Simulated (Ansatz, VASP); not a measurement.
Given: the input of a run of VASP 6.6.1 on Sn3Te.

The input INCAR:

```
PREC = Accurate ; ENCUT = 600
EDIFF = 1E-6 ; ISMEAR = -1
SIGMA = 0.05 ; LREAL = False
LASPH = True ; NELM = 60
ALGO = Normal ; ISIF = 3
LWAVE = False ; LCHARG = False
GGA = PS ; IBRION = 2
NSW = 80 ; EDIFFG = -0.01
```

The input KPOINTS:

```
Automatic mesh
0
Gamma
  6 6 6
```

File POSCAR:

```
Sn3Te
1.0
    4.8656220000      0.0000000000      0.0000000000
    0.0000000000      4.8656220000      0.0000000000
    0.0000000000      0.0000000000      4.8656220000
Te Sn
1 3
Direct
    0.0000000000      0.0000000000      0.0000000000
    0.0000000000      0.5000000000      0.5000000000
    0.5000000000      0.0000000000      0.5000000000
    0.5000000000      0.5000000000      0.0000000000
```

Potentials or basis: VASP PAW PBE potentials, release 64 (Te, Sn_d).

Launch:

```sh
$ cat potpaw_PBE.64/Te/POTCAR potpaw_PBE.64/Sn_d/POTCAR > POTCAR
$ mpirun -np 1 vasp_std > vasp.out
```

**Question.** Set up the same calculation for Ansatz 0.2.0. Potentials there: all-electron LAPW, scalar-relativistic.

**Answer.** As run (the cutoff follows the program's own potentials):

The input input.yaml:

```yaml
crystal:
  lattice:
    - [4.865622, 0.0, 0.0]
    - [0.0, 4.865622, 0.0]
    - [0.0, 0.0, 4.865622]
  atoms:
    - { symbol: Te, position: [0.0, 0.0, 0.0] }
    - { symbol: Sn, position: [0.0, 0.5, 0.5] }
    - { symbol: Sn, position: [0.5, 0.0, 0.5] }
    - { symbol: Sn, position: [0.5, 0.5, 0.0] }
kpoints:
  mp_grid: { grid: [6, 6, 6] }
scf:
  occupations: { method: fermi_dirac, width: 0.05 }
hamiltonian:
  xc: pbesol
  pseudopotentials: { kind: all_electron, lapw: { basis_error: 0.002 } }
output:
  forces: true
  stress: true
relax:
  f_tol: 0.01
  max_steps: 60
  cell: {}
```

Potentials or basis: all-electron LAPW, scalar-relativistic.

Launch:

```sh
$ ansatz run input.yaml --threads 2 --pin off --max-ram 8192MiB --backend cpu --events-out ev --progress --plain --runs-dir out
```

Both were run:

|  | VASP | Ansatz | Ansatz less VASP |
| --- | --- | --- | --- |
| relaxed volume (Å³/atom) | 27.34 | 27.36 | +0.019 |
| relaxed cell length with the largest relative difference (Å) | 4.782 | 4.783 | +0.0011 |

VASP's potentials were made for PBE, not for PBEsol. Ansatz ran all-electron here, and VASP with PAW potentials.

Spin-orbit coupling is off throughout.
